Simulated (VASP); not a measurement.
# Si16C (a cell with a defect) in VASP: single point with r2SCAN+D3(BJ)

Aim: the single point of Si16C (a cell with a defect) with r2SCAN+D3(BJ).

Everything below comes from runs of VASP 6.6.1. Logs are shortened: lines on timing, memory, paths and dates and some standing lists are left out, and cuts for length are marked.

## 1. The cell of the first run

The cell holds a defect, 17 atoms: a = 7.679 Å, b = 7.679 Å, c = 7.679 Å, α = 60.00°, β = 60.00°, γ = 60.00°.

## 2. Single point, r2SCAN+D3(BJ), collinear spin, zero start

The input, POSCAR:

```
Si16C
1.0
    0.0000000000      5.4300000000      5.4300000000
    5.4300000000      0.0000000000      5.4300000000
    5.4300000000      5.4300000000      0.0000000000
Si C
16 1
Direct
   -0.0265612339      0.0451284530     -0.0164507366
    0.1615886740      0.0691833333      0.2008207182
   -0.0178511050     -0.0182273481      0.5546028545
    0.1233931860      0.1393290976      0.6178346225
   -0.0269901473      0.4979986188     -0.0164058011
    0.0971645488      0.6469179558      0.1087625230
   -0.0102112339      0.5134313076      0.4829009208
    0.1227125230      0.6198451197      0.6177373849
    0.5093591160     -0.0017513812     -0.0059178637
    0.6066500921      0.1421802947      0.1191736648
    0.4965767956      0.0047826888      0.4923357274
    0.6128453039      0.1334624309      0.6203699816
    0.4716469613      0.5160329650     -0.0041627993
    0.6061077348      0.6320946593      0.1192167587
    0.4959540516      0.5065041436      0.4923133517
    0.6152537753      0.6311928177      0.6219211786
    0.9788987109      0.2291484346      0.0627453039
```

The input, INCAR.step1:

```
SYSTEM = Si16C
ALGO     = Normal         ! electronic algorithm
EDIFF    = 1E-4           ! SCF threshold, eV
ENCUT    = 520            ! plane-wave cutoff, eV
GGA      = PE             ! functional
ISMEAR   = -1             ! smearing method
ISPIN    = 2              ! spin polarisation
LASPH    = .True.         ! aspherical terms in the spheres
LCHARG   = .False.        ! write CHGCAR
LREAL    = Auto         
LWAVE    = .True.         ! write WAVECAR
MAGMOM   = 0 0 0 0 0 0 0 0 0 0 0 0 0 0 0 0 0 ! initial moments
NBANDS   = 52             ! bands
NELM     = 150            ! most SCF steps
PREC     = Accurate       ! precision mode
SIGMA    = 0.02           ! smearing width, eV
```

The input, INCAR.step2:

```
SYSTEM = Si16C
ALGO     = Normal         ! electronic algorithm
EDIFF    = 1E-7           ! SCF threshold, eV
ENCUT    = 520            ! plane-wave cutoff, eV
ISIF     = 2              ! what is computed and relaxed
ISMEAR   = -1             ! smearing method
ISPIN    = 2              ! spin polarisation
ISTART   = 1            
IVDW     = 12             ! dispersion correction
LASPH    = .True.         ! aspherical terms in the spheres
LCHARG   = .False.        ! write CHGCAR
LMIXTAU  = .True.       
LORBIT   = 11             ! projections on sites
LREAL    = Auto         
LWAVE    = .False.        ! write WAVECAR
MAGMOM   = 0 0 0 0 0 0 0 0 0 0 0 0 0 0 0 0 0 ! initial moments
METAGGA  = R2SCAN         ! meta-GGA
NBANDS   = 52             ! bands
NELM     = 150            ! most SCF steps
PREC     = Accurate       ! precision mode
SIGMA    = 0.02           ! smearing width, eV
VDW_A1   = 0.49484001   
VDW_A2   = 5.73083694   
VDW_S6   = 1.0          
VDW_S8   = 0.78981345
```

The input, KPOINTS:

```
k-points
0
Gamma
  2 2 2
  0 0 0
```

Potentials or basis: VASP PAW PBE potentials, release 64 (Si, C).

Command:

```sh
cat potpaw_PBE.64/Si/POTCAR potpaw_PBE.64/C/POTCAR > POTCAR
cp INCAR.step1 INCAR
mpirun -np 1 vasp_std > vasp.out
cp INCAR.step2 INCAR
mpirun -np 1 vasp_std > vasp.out
```

OUTCAR:

```text
SYSTEM = Si16C
   EDIFF = 1E-7
   ENCUT = 520
   ISIF = 2
   ISMEAR = -1
   ISPIN = 2
   ISTART = 1
   IVDW = 12
   LASPH = .True.
   LORBIT = 11
   LREAL = Auto
   METAGGA = R2SCAN
   NELM = 150
   PREC = Accurate
 IVDW          = 12

 ion  position               nearest neighbor table
   1  0.973  0.045  0.984-  17 1.82   4 2.30  10 2.31   6 2.50   2 2.81
   2  0.162  0.069  0.201-  17 1.75   3 2.26   9 2.26   5 2.81   1 2.81
   3  0.982  0.982  0.555-   2 2.26   8 2.30   4 2.30  12 2.35
   4  0.123  0.139  0.618-   3 2.30   1 2.30  11 2.34   7 2.35
   5  0.973  0.498  0.984-  17 1.82   8 2.30  14 2.31   6 2.50   2 2.81
   6  0.097  0.647  0.109-   7 2.35  13 2.35   1 2.50   5 2.50
   7  0.990  0.513  0.483-   6 2.35   4 2.35   8 2.35  16 2.35
   8  0.123  0.620  0.618-   3 2.30   5 2.30  15 2.34   7 2.35
   9  0.509  0.998  0.994-   2 2.26  14 2.30  10 2.30  12 2.35
  10  0.607  0.142  0.119-   9 2.30   1 2.31  11 2.34  13 2.35
  11  0.497  0.005  0.492-  12 2.34   4 2.34  10 2.34  16 2.34
  12  0.613  0.133  0.620-  11 2.34  15 2.34   3 2.35   9 2.35
  13  0.472  0.516  0.996-  10 2.35  14 2.35  16 2.35   6 2.35
  14  0.606  0.632  0.119-   9 2.30   5 2.31  15 2.34  13 2.35
  15  0.496  0.507  0.492-  12 2.34   8 2.34  14 2.34  16 2.34
  16  0.615  0.631  0.622-  15 2.34  11 2.34  13 2.35   7 2.35
  17  0.979  0.229  0.063-   2 1.75   1 1.82   5 1.82

  LATTYP: Found a face centered cubic cell.
 ALAT       =    10.8600000000

  Lattice vectors:

 A1 = (   0.0000000000,   5.4300000000,   5.4300000000)
 A2 = (   5.4300000000,   0.0000000000,   5.4300000000)
 A3 = (   5.4300000000,   5.4300000000,   0.0000000000)

Analysis of symmetry for initial positions (statically):
=====================================================================
 Subroutine PRICEL returns:
 Original cell was already a primitive cell.

 Routine SETGRP: Setting up the symmetry group for a
 face centered cubic supercell.

 Subroutine GETGRP returns: Found  1 space group operations
 (whereof  1 operations were pure point group operations)
 out of a pool of 48 trial point group operations.

The static configuration has the point symmetry C_1 .

Analysis of symmetry for dynamics (positions and initial velocities):
=====================================================================
 Subroutine PRICEL returns:
 Original cell was already a primitive cell.

 Routine SETGRP: Setting up the symmetry group for a
 face centered cubic supercell.

 Subroutine GETGRP returns: Found  1 space group operations
[... 174 lines left out ...]
  ext. energy  EPLUGINS =         0.00000000
  ---------------------------------------------------
  free energy    TOTEN  =      -145.36406689 eV

  energy without entropy =     -145.36329356  energy(sigma->0) =     -145.36368023

 E-fermi :   6.3778     XC(G=0): -10.0009

 val. band max:        6.2929741490   @ k =   0.0000   0.0000   0.5000
 cond. band min:       6.4619746553   @ k =   0.0000   0.0000   0.0000
 fundamental gap:      0.1690005063
 Fermi energy:         6.3777723470

 spin component 1

 k-point     1 :       0.0000    0.0000    0.0000
  band No.  band energies     occupation
      1      -7.9282      1.00000
      2      -6.0049      1.00000
      3      -4.4103      1.00000
      4      -4.3591      1.00000
      5      -4.2885      1.00000
      6      -3.4450      1.00000
[... 381 lines left out ...]
     45      10.5688      0.00000
     46      10.6445      0.00000
 Fermi energy:         6.3777723470

 spin component 2

 k-point     1 :       0.0000    0.0000    0.0000
  band No.  band energies     occupation
      1      -7.9282      1.00000
      2      -6.0049      1.00000
      3      -4.4103      1.00000
      4      -4.3591      1.00000
      5      -4.2885      1.00000
      6      -3.4450      1.00000
[... 381 lines left out ...]
     45      10.5688      0.00000
     46      10.6445      0.00000
 [bands above 46 left out]

------------------------ aborting loop because EDIFF is reached ----------------------------------------

 Edisp (eV)   -2.50264

 E8    (eV) :    -0.7872

  FORCE on cell =-STRESS in cart. coord.  units (eV):
  Direction    XX          YY          ZZ          XY          YZ          ZX
  --------------------------------------------------------------------------------------
  -------------------------------------------------------------------------------------
  Total       1.21267    11.09835     1.20083     0.29608    -0.29719    -2.45936
  in kB       6.06769    55.53153     6.00844     1.48144    -1.48701   -12.30561
  external pressure =       22.54 kB  Pullay stress =        0.00 kB

 VOLUME and BASIS-vectors are now :
 -----------------------------------------------------------------------------
  energy-cutoff  :      520.00
  volume of cell :      320.21
      direct lattice vectors                 reciprocal lattice vectors
     0.000000000  5.430000000  5.430000000    -0.092081031  0.092081031  0.092081031
     5.430000000  0.000000000  5.430000000     0.092081031 -0.092081031  0.092081031
     5.430000000  5.430000000  0.000000000     0.092081031  0.092081031 -0.092081031

 POSITION                                       TOTAL-FORCE (eV/Angst)
 -----------------------------------------------------------------------------------
      5.58572     10.62645      5.53082        -0.009188     -0.012187     -0.006950
      1.46612      1.96788      1.25309         0.000703      0.022809     -0.005963
      8.34252      8.34456     10.66409        -0.013840     -0.010319      0.014616
      4.11140      4.02487      1.42658        -0.002724     -0.003577     -0.011807
      8.04505     10.62436      7.98758         0.007451     -0.016439      0.008800
      4.10334      1.11818      4.04037        -0.004381      0.014089     -0.001223
[... 9 lines left out ...]
      6.80441      6.71786      6.76820         0.003941      0.000613     -0.001105
      1.58498      5.65613      6.55970        -0.002065     -0.005860      0.009506
 -----------------------------------------------------------------------------------
    total drift:                                0.001417      0.010577      0.001091

  FREE ENERGIE OF THE ION-ELECTRON SYSTEM (eV)
  ---------------------------------------------------
  free  energy   TOTEN  =      -147.8667075245 eV

  energy  without entropy=     -147.8659341909  energy(sigma->0) =     -147.86632086

 total charge

# of ion       s       p       d       tot
------------------------------------------
    1        0.741   0.946   0.000   1.687
    2        0.785   0.961   0.000   1.746
    3        0.745   1.008   0.000   1.753
    4        0.744   0.988   0.000   1.732
    5        0.741   0.946   0.000   1.687
    6        0.745   0.920   0.000   1.665
[... 9 lines left out ...]
   16        0.733   0.984   0.000   1.717
   17        0.894   1.628   0.000   2.523
--------------------------------------------------
tot         12.793  17.230   0.000  30.022

 magnetization (x)

# of ion       s       p       d       tot
------------------------------------------
    1        0.000   0.000   0.000   0.000
    2        0.000   0.000   0.000   0.000
    3        0.000   0.000   0.000   0.000
    4        0.000   0.000   0.000   0.000
    5        0.000   0.000   0.000   0.000
    6       -0.000  -0.000   0.000  -0.000
[... 9 lines left out ...]
   16        0.000   0.000   0.000   0.000
   17       -0.000  -0.000   0.000  -0.000
--------------------------------------------------
tot          0.000  -0.000   0.000   0.000
```

OUTCAR.step1:

```text
SYSTEM = Si16C
   EDIFF = 1E-4
   ENCUT = 520
   GGA = PE
   ISMEAR = -1
   ISPIN = 2
[... 1059 lines left out ...]
      4.10334      1.11818      4.04037        -0.003446     -0.084627     -0.002115
[... 9 lines left out ...]
      6.80441      6.71786      6.76820         0.007851      0.012148     -0.005498
      1.58498      5.65613      6.55970         0.084006     -0.280872     -0.078302
 -----------------------------------------------------------------------------------
    total drift:                                0.000839      0.009837      0.001527

  FREE ENERGIE OF THE ION-ELECTRON SYSTEM (eV)
  ---------------------------------------------------
  free  energy   TOTEN  =       -91.0923037402 eV

  energy  without entropy=      -91.0882335337  energy(sigma->0) =      -91.09026864
```

It took 22 min on 1 thread of Intel Xeon 6975P-C (Granite Rapids), shared host; peak memory 0.79 GiB.

What came out:

- Free energy: -147.8667 eV
- Pressure: 2.3 GPa
- Largest force: 0.024 eV/Å
- Band gap on the k mesh: zero (filled and empty bands overlap)
- Net moment: 0.00 μB per cell
- Valence electrons inside the program's atomic spheres: Si 1.69, 1.75, 1.73, 1.67, 1.71, 1.76, 1.72; C 2.52
- Dispersion energy per atom: -0.147 eV

Forces in eV/Å, atoms in the order of the input:
```
Si  -0.009 -0.012 -0.007
Si   0.001  0.023 -0.006
Si  -0.014 -0.010  0.015
Si  -0.003 -0.004 -0.012
Si   0.007 -0.016  0.009
Si  -0.004  0.014 -0.001
Si   0.005  0.004  0.000
Si   0.007  0.008 -0.001
Si   0.015  0.004 -0.008
Si  -0.004 -0.004 -0.008
Si   0.000 -0.006  0.003
Si   0.001  0.001  0.000
Si   0.001  0.004  0.004
Si  -0.004  0.002  0.007
Si  -0.001 -0.001 -0.003
Si   0.004  0.001 -0.001
C   -0.002 -0.006  0.010
```

Caveat: the k points lie up to 0.50 Å⁻¹ apart; the PAW data sets were made with another functional, which shifts forces and pressure a little.
